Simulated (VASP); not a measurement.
# Be3H2 (P-3m1) in VASP: a series of runs

Be3H2 is run at these levels: PBE; tasks: single point, relaxation of cell and atoms.

Everything below comes from runs of VASP 6.6.1. Logs are shortened: lines on timing, memory, paths and dates and some standing lists are left out, and cuts for length are marked.

## 1. The cell of the first run

It takes space group P-3m1 (No. 164, trigonal). The conventional cell has a = 2.291 Å, b = 2.291 Å, c = 7.334 Å, α = 90.00°, β = 90.00°, γ = 120.00°. Be (site symmetry -3m) has 12 Be at 2.27 to 2.29 Å and 6 H at 3.05 Å within 3.1 Å. Within 2.1 Å of Be (site symmetry 3m) lie 3 H at 1.60 Å. Within 2.1 Å of H (site symmetry 3m) lie 3 Be at 1.60 Å.

## 2. Single point, PBE (atoms taken out)

File INCAR:

```
SYSTEM = Be3H2
ALGO = Normal
EDIFF = 1E-6
ENCUT = 520
GGA = PE
ISIF = 2
ISMEAR = 0
LASPH = .TRUE.
LCHARG = .FALSE.
LREAL = .FALSE.
LWAVE = .FALSE.
NBANDS = 12
NELM = 60
PREC = Accurate
SIGMA = 0.1
```

File KPOINTS:

```
k-points
0
G
  6 6 4
  0 0 0
```

File POSCAR:

```
Be3H2
1.0
    2.2912349425     -0.0000000020      0.0000000000
   -1.1456174695      1.9842676673      0.0000000000
    0.0000000000      0.0000000000      7.3343171693
Be H
3 2
Direct
    0.0000000000      0.0000000000      0.0000000000
    0.6666666667      0.3333333333      0.2523250385
    0.3333333333      0.6666666667      0.7476749615
    0.6666666667      0.3333333333      0.6252473776
    0.3333333333      0.6666666667      0.3747526224
```

Potentials or basis: VASP PAW PBE potentials, release 64 (Be, H).

Started as:

```
> cat potpaw_PBE.64/Be/POTCAR potpaw_PBE.64/H/POTCAR > POTCAR
> mpirun -np 1 vasp_std > vasp.out
```

OUTCAR:

```text
SYSTEM = Be3H2
   EDIFF = 1E-6
   ENCUT = 520
   GGA = PE
   ISIF = 2
   ISMEAR = 0
   LASPH = .TRUE.
   LREAL = .FALSE.
   NELM = 60
   PREC = Accurate

 ion  position               nearest neighbor table
   1  0.000  0.000  0.000-   2 2.27   3 2.27   2 2.27   3 2.27   2 2.27   3 2.27
   2  0.667  0.333  0.252-   5 1.60   5 1.60   5 1.60   1 2.27   1 2.27   1 2.27
   3  0.333  0.667  0.748-   4 1.60   4 1.60   4 1.60   1 2.27   1 2.27   1 2.27
   4  0.667  0.333  0.625-   3 1.60   3 1.60   3 1.60
   5  0.333  0.667  0.375-   2 1.60   2 1.60   2 1.60

  LATTYP: Found a hexagonal cell.
 ALAT       =     2.2912349425
 C/A-ratio  =     3.2010323487

  Lattice vectors:

 A1 = (   2.2912349425,  -0.0000000020,   0.0000000000)
 A2 = (  -1.1456174695,   1.9842676673,   0.0000000000)
 A3 = (   0.0000000000,   0.0000000000,   7.3343171693)

Analysis of symmetry for initial positions (statically):
=====================================================================
 Subroutine PRICEL returns:
 Original cell was already a primitive cell.

 Routine SETGRP: Setting up the symmetry group for a
 hexagonal supercell.

 Subroutine GETGRP returns: Found 12 space group operations
 (whereof 12 operations were pure point group operations)
 out of a pool of 24 trial point group operations.

The static configuration has the point symmetry D_3d.

Analysis of symmetry for dynamics (positions and initial velocities):
=====================================================================
 Subroutine PRICEL returns:
 Original cell was already a primitive cell.

 Routine SETGRP: Setting up the symmetry group for a
 hexagonal supercell.

 Subroutine GETGRP returns: Found 12 space group operations
 (whereof 12 operations were pure point group operations)
 out of a pool of 24 trial point group operations.

The dynamic configuration has the point symmetry D_3d.

 Subroutine INISYM returns: Found 12 space group operations
 (whereof 12 operations are pure point group operations),
 and found     1 'primitive' translations

----------------------------------------------------------------------------------------

                                     Primitive cell

  volume of cell :      33.3449

  direct lattice vectors                    reciprocal lattice vectors
     2.291234943 -0.000000002  0.000000000     0.436445858  0.251982133  0.000000000
    -1.145617470  1.984267667  0.000000000     0.000000000  0.503964267  0.000000000
     0.000000000  0.000000000  7.334317169     0.000000000  0.000000000  0.136345344

  length of vectors
     2.291234943  2.291234943  7.334317169     0.503964267  0.503964267  0.136345344

  position of ions in fractional coordinates (direct lattice)
     0.000000000  0.000000000  0.000000000
     0.666666667  0.333333333  0.252325038
     0.333333333  0.666666667  0.747674962
     0.666666667  0.333333333  0.625247378
     0.333333333  0.666666667  0.374752622

  ion indices of the primitive-cell ions
   primitive index   ion index
                 1           1
                 2           2
                 3           3
                 4           4
                 5           5

----------------------------------------------------------------------------------------

 KPOINTS: k-points

Automatic generation of k-mesh.
 Grid dimensions read from file:
 generate k-points for:    6    6    4

 Generating k-lattice:

  Cartesian coordinates                     Fractional coordinates (reciprocal lattice)
     0.072740976  0.041997022  0.000000000     0.166666667  0.000000000  0.000000000
     0.000000000  0.083994045  0.000000000    -0.000000000  0.166666667  0.000000000
     0.000000000  0.000000000  0.034086336     0.000000000  0.000000000  0.250000000

  Length of vectors
     0.083994045  0.083994045  0.034086336

  Shift w.r.t. Gamma in fractional coordinates (k-lattice)
     0.000000000  0.000000000  0.000000000

 Subroutine IBZKPT returns following result:
 ===========================================

 Found     24 irreducible k-points:

 Following reciprocal coordinates:
            Coordinates               Weight
  0.000000  0.000000  0.000000      1.000000
  0.166667 -0.000000  0.000000      6.000000
  0.333333 -0.000000  0.000000      6.000000
  0.500000 -0.000000  0.000000      3.000000
  0.166667  0.166667  0.000000      6.000000
  0.333333  0.166667  0.000000     12.000000
[... 16 lines left out ...]
  0.333333  0.166667  0.500000     12.000000
  0.333333  0.333333  0.500000      2.000000
   k-points           NKPTS =     24   k-points in BZ     NKDIM =     24   number of bands    NBANDS=     12
   number of dos      NEDOS =    301   number of ions     NIONS =      5
   total plane-waves  NPLWV =  18144
   dimension x,y,z NGX =    18 NGY =   18 NGZ =   56
   dimension x,y,z NGXF=    36 NGYF=   36 NGZF=  112
   ions per type =               3   2
   NGX,Y,Z   is equivalent  to a cutoff of  13.06, 13.06, 12.69 a.u.
   NGXF,Y,Z  is equivalent  to a cutoff of  26.12, 26.12, 25.39 a.u.
 SYSTEM =  Be3H2
   PREC   = accura    normal or accurate (medium, high low for compatibility)
   ISTART =      0    job   : 0-new  1-cont  2-samecut
   ICHARG =      2    charge: 1-file 2-atom 10-const
   ISPIN  =      1    spin polarized calculation?
   LNONCOLLINEAR =      F non collinear calculations
   LSORBIT =      F    spin-orbit coupling
   LASPH  =      T    aspherical Exc in radial PAW
   ENCUT  =  520.0 eV  38.22 Ry    6.18 a.u.   4.26  4.26 13.64*2*pi/ulx,y,z
   NELM   =     60;   NELMIN=  2; NELMDL= -5     # of ELM steps
   EDIFF  = 0.1E-05   stopping-criterion for ELM
   LREAL  =      F    real-space projection
   EDIFFG = 0.1E-04   stopping-criterion for IOM
   NSW    =      0    number of steps for IOM
   IBRION =     -1    ionic relax: 0-MD 1-quasi-New 2-CG
   NFREE  =      0    steps in history (QN), initial steepest desc. (CG)
   ISIF   =      2    stress and relaxation
   ISYM   =      2    0-nonsym 1-usesym 2-fastsym
   POTIM  = 0.5000    time-step for ionic-motion
   TEBEG  =    0.0;   TEEND  =   0.0 temperature during run
   PSTRESS=    0.0 pullay stress
   NELECT =       8.0000    total number of electrons
   NUPDOWN=      -1.0000    fix difference up-down
   EMIN   =  10.00;   EMAX   =-10.00  energy-range for DOS
   EFERMI =   0.00;   METHOD = LEGACY
   ISMEAR =     0;   SIGMA  =   0.10  broadening in eV -4-tet -1-fermi 0-gaus
   EFERMI_NEDOS =   21; number of points for ismear=-14 and -15
   IALGO  =     38    algorithm
   IMIX   =      4    mixing-type and parameters
     AMIX     =   0.40;   BMIX     =  1.00
     AMIX_MAG =   1.60;   BMIX_MAG =  1.00
  volume/ion in A,a.u.               =       6.67        45.00
  Fermi-wavevector in a.u.,A,eV,Ry     =   1.017251  1.922326 14.079315  1.034800
  Thomas-Fermi vector in A             =   2.150642
   LORBIT       =      0    0 simple, 1 ext, 2 COOP (PROOUT), +10 PAW based schemes
   GGA     = PE    functional components
   LHFCALC =     F    Hartree Fock is set to
   AEXX    =    0.0000 exact exchange contribution
   IVDW    =     0    specifies the selected vdW correction
   LEPSILON=     F    determine dielectric tensor
   LRPA    =     F    only Hartree local field effects (RPA)
 non-spin polarized calculation
 Gauss-broadening in eV      SIGMA  =   0.10
  energy-cutoff  :      520.00
  volume of cell :       33.34
 maximum number of plane-waves:       928
 NGX is ok and might be reduce to    18
   NGX =  9   NGY =  9   NGZ = 27

 number of electron       8.0000001 magnetization

 Free energy of the ion-electron system (eV)
  ---------------------------------------------------
  ext. energy  EPLUGINS =         0.00000000
  ---------------------------------------------------
  free energy    TOTEN  =       -16.87710854 eV

  energy without entropy =      -16.86807012  energy(sigma->0) =      -16.87258933

 E-fermi :   5.0209     XC(G=0): -10.0505

 val. band max:        4.9988410407   @ k =   0.3333   0.3333   0.5000
 cond. band min:       5.1521852734   @ k =   0.5000  -0.0000   0.2500
 fundamental gap:      0.1533442326
 Fermi energy:         5.0209051119

 k-point     1 :       0.0000    0.0000    0.0000
  band No.  band energies     occupation
      1      -6.8350      2.00000
      2      -5.1904      2.00000
      3      -3.8190      2.00000
      4       0.2455      2.00000
      5       6.7400      0.00000
      6      15.7426      0.00000
      7      16.0082      0.00000
      8      21.2176      0.00000
      9      21.2176      0.00000
     10      21.6203      0.00000
     11      21.6203      0.00000
     12      23.1477      0.00000

 k-point     2 :       0.1667   -0.0000    0.0000
  band No.  band energies     occupation
      1      -6.0186      2.00000
      2      -4.4368      2.00000
      3      -2.9542      2.00000
      4       1.2240      2.00000
      5       7.1896      0.00000
      6      15.2522      0.00000
      7      16.3162      0.00000
      8      16.8650      0.00000
      9      18.0203      0.00000
     10      18.4689      0.00000
     11      19.2379      0.00000
     12      19.7261      0.00000

 k-point     3 :       0.3333   -0.0000    0.0000
  band No.  band energies     occupation
      1      -3.6695      2.00000
      2      -2.3294      2.00000
      3      -0.4584      2.00000
      4       3.9184      2.00000
      5       7.1194      0.00000
      6       9.4198      0.00000
      7      11.2639      0.00000
      8      12.6226      0.00000
      9      15.6957      0.00000
     10      15.8251      0.00000
     11      17.2462      0.00000
     12      18.1969      0.00000
[... 286 lines left out ...]
 k-point    23 :       0.3333    0.1667    0.5000
  band No.  band energies     occupation
      1      -1.2862      2.00000
      2      -0.9783      2.00000
      3       2.2650      2.00000
      4       4.9001      1.91235
      5       5.5721      0.00000
      6       7.8703      0.00000
      7       9.2002      0.00000
      8      11.3877      0.00000
      9      12.2405      0.00000
     10      13.2097      0.00000
     11      15.0453      0.00000
     12      16.0994      0.00000

 k-point    24 :       0.3333    0.3333    0.5000
  band No.  band energies     occupation
      1       0.7651      2.00000
      2       0.7651      2.00000
      3       4.3084      2.00000
      4       4.5913      2.00000
      5       4.9988      1.24498
      6       4.9988      1.24498
      7      10.0587      0.00000
      8      10.0587      0.00000
      9      11.7167      0.00000
     10      11.7167      0.00000
     11      12.4991      0.00000
     12      13.3805      0.00000

------------------------ aborting loop because EDIFF is reached ----------------------------------------

  FORCE on cell =-STRESS in cart. coord.  units (eV):
  Direction    XX          YY          ZZ          XY          YZ          ZX
  --------------------------------------------------------------------------------------
  -------------------------------------------------------------------------------------
  Total        0.0095825      0.0095825      0.0227626      0.0000000      0.0000000      0.0000000
  in kB        0.4604265      0.4604265      1.0937120      0.0000000      0.0000000      0.0000000
  external PRESSURE =       0.6715217 kB  Pullay stress =       0.0000000 kB

 VOLUME and BASIS-vectors are now :
 -----------------------------------------------------------------------------
  energy-cutoff  :      520.00
  volume of cell :       33.34
      direct lattice vectors                 reciprocal lattice vectors
     2.291234943 -0.000000002  0.000000000     0.436445858  0.251982133  0.000000000
    -1.145617470  1.984267667  0.000000000     0.000000000  0.503964267  0.000000000
     0.000000000  0.000000000  7.334317169     0.000000000  0.000000000  0.136345344

 POSITION                                       TOTAL-FORCE (eV/Angst)
 -----------------------------------------------------------------------------------
      0.00000      0.00000      0.00000        -0.000000      0.000000      0.000000
      1.14562      0.66142      1.85063         0.000000     -0.000000     -0.001830
      0.00000      1.32285      5.48369        -0.000000      0.000000      0.001830
      1.14562      0.66142      4.58576         0.000000     -0.000000     -0.000243
      0.00000      1.32285      2.74855        -0.000000      0.000000      0.000243
 -----------------------------------------------------------------------------------
    total drift:                               -0.000000     -0.000000     -0.000000

  FREE ENERGIE OF THE ION-ELECTRON SYSTEM (eV)
  ---------------------------------------------------
  free  energy   TOTEN  =       -16.8771085363 eV

  energy  without entropy=      -16.8680701179  energy(sigma->0) =      -16.87258933
```

It took 17 s on 1 thread of Intel Xeon 8259CL, shared host; peak memory 0.14 GiB.

What came out:

```yaml
Free_energy: -16.8771 eV
Pressure: 0.1 GPa
Band_gap_on_the_k_mesh: zero (bands 4 and 5 overlap by 0.51 eV)
```

Caveat: the k points lie up to 0.53 Å⁻¹ apart, too coarse for converged energies and pressures of a metal; the cell differs from its parent crystal (atoms taken out).

## 3. Single point, PBE (atoms taken out)

File INCAR:

```
SYSTEM = Be3H2
ALGO = Normal
EDIFF = 1E-6
ENCUT = 520
GGA = PE
ISIF = 2
ISMEAR = 0
LASPH = .TRUE.
LCHARG = .TRUE.
LELF = .TRUE.
LREAL = .FALSE.
LVHAR = .TRUE.
LWAVE = .FALSE.
NBANDS = 12
NELM = 80
PREC = Accurate
SIGMA = 0.1
```

KPOINTS is that of step 2.

File POSCAR:

```
Be3H2
1.0
    3.2888482300      0.0000000000      0.0000000000
   -1.6444241100      2.8482261100      0.0000000000
    0.0000000000      0.0000000000      4.0280000000
Be H
3 2
Direct
    0.0000000000      0.0000000000      0.0000000000
    0.6666666700      0.3333333300      0.3333333300
    0.3333333300      0.6666666700      0.6666666700
    0.6666666700      0.3333333300      0.8333333300
    0.3333333300      0.6666666700      0.1666666700
```

Potentials or basis: VASP PAW PBE potentials, release 64 (Be, H).

Started as:

```
> cat potpaw_PBE.64/Be/POTCAR potpaw_PBE.64/H/POTCAR > POTCAR
> mpirun -np 1 vasp_std > vasp.out
```

It took 14 s on 1 thread of Intel Xeon 8259CL, shared host; peak memory 0.14 GiB.

It converged, with:

```yaml
Free_energy: -13.6668 eV
Pressure: -7.0 GPa
Largest_force: 0.201 eV/Å
Band_gap_on_the_k_mesh: zero (bands 4 and 5 overlap by 6.10 eV)
```

Forces in eV/Å, atoms in the order of the input:
```
Be   0.000  0.000  0.000
Be   0.000  0.000  0.025
Be   0.000  0.000 -0.025
H    0.000  0.000 -0.201
H    0.000  0.000  0.201
```

Stress tensor (GPa, compression positive):
```
-8.86  0.00  0.00
 0.00 -8.86  0.00
 0.00  0.00 -3.38
```

Levels at points of the mesh, in eV from the Fermi level:
| k point | band 2 | band 3 | band 4 | band 5 | band 6 | band 7 |
| --- | --- | --- | --- | --- | --- | --- |
| (0.00, 0.00, 0.00) | -4.51 | -2.57 | 3.71 | 3.71 | 3.75 | 3.93 |
| (0.50, 0.00, 0.00) | -7.02 | -0.60 | -0.27 | -0.27 | 1.24 | 1.72 |
| (0.00, 0.00, 0.50) | -8.52 | 3.04 | 4.10 | 4.11 | 4.11 | 6.08 |
| (0.50, 0.00, 0.50) | -6.50 | -3.84 | -2.94 | 1.62 | 2.21 | 3.22 |

Caveat: the k points lie up to 0.39 Å⁻¹ apart, too coarse for converged energies and pressures of a metal; the cell differs from its parent crystal (atoms taken out).

(Continued in part 2 of 2.)
